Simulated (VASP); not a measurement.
Runs of VASP 6.6.1 on Co. The structure is that of space group P6_3/mmc (No. 194), or close to it. The cells are those of the table. 

| spin | cell | k mesh | cutoff (eV) | smearing | gap on the mesh (eV) | pressure (GPa) | moment (μB) |
| --- | --- | --- | --- | --- | --- | --- | --- |
| collinear, ferromagnetic start | a = 2.494, b = 2.494, c = 4.028 Å, angles 90.0, 90.0, 120.0°, 2 atoms | 14 × 14 × 8 | 520 | methfessel-paxton 0.03 eV | none | -1.0 | 3.15 |
| off | a = 2.458, b = 2.458, c = 3.961 Å, angles 90.0, 90.0, 120.0°, 2 atoms | 24 × 24 × 13 | 520 | fermi-dirac 0.1 eV | none | -0.8 | - |
| collinear, ferromagnetic start | a = 2.494, b = 2.494, c = 4.028 Å, angles 90.0, 90.0, 120.0°, 2 atoms | 14 × 14 × 8 | 520 | methfessel-paxton 0.6 eV | none | -0.1 | 3.32 |
| off | a = 2.553, b = 2.553, c = 4.113 Å, angles 90.0, 90.0, 120.0°, 2 atoms | 24 × 24 × 13 | 520 | fermi-dirac 0.1 eV | none | -21.7 | - |
| off | a = 2.458, b = 2.458, c = 3.961 Å, angles 90.0, 90.0, 120.0°, 2 atoms | 8 × 8 × 4 | 600 | fermi-dirac 0.1 eV | none | -0.9 | - |
| collinear, ferromagnetic start | a = 2.494, b = 2.494, c = 4.028 Å, angles 90.0, 90.0, 120.0°, 2 atoms | 24 × 24 × 13 | 520 | fermi-dirac 0.05 eV | none | -0.4 | (b) |
| collinear, ferromagnetic start | a = 2.494, b = 2.494, c = 4.028 Å, angles 90.0, 90.0, 120.0°, 2 atoms | 14 × 14 × 8 | 520 | gaussian 0.6 eV | none | (a) | 3.02 |
| collinear, ferromagnetic start | a = 2.494, b = 2.494, c = 4.028 Å, angles 90.0, 90.0, 120.0°, 2 atoms | 14 × 14 × 8 | 520 | methfessel-paxton 0.2 eV | none | -0.9 | 3.15 |

Alike in all rows: task single point; level PBE; potentials or basis VASP PAW PBE potentials, release 64 (Co).

**Question.** Fill in the values left out.

**Answer.** (a) 0.2; (b) 3.21.

Caveats: some runs use coarse meshes; so wide a smearing shifts energies and pressures (at least some runs); the cell stands under tension (at least some runs).

A gap of «none» marks levels without a gap at the run's occupations.
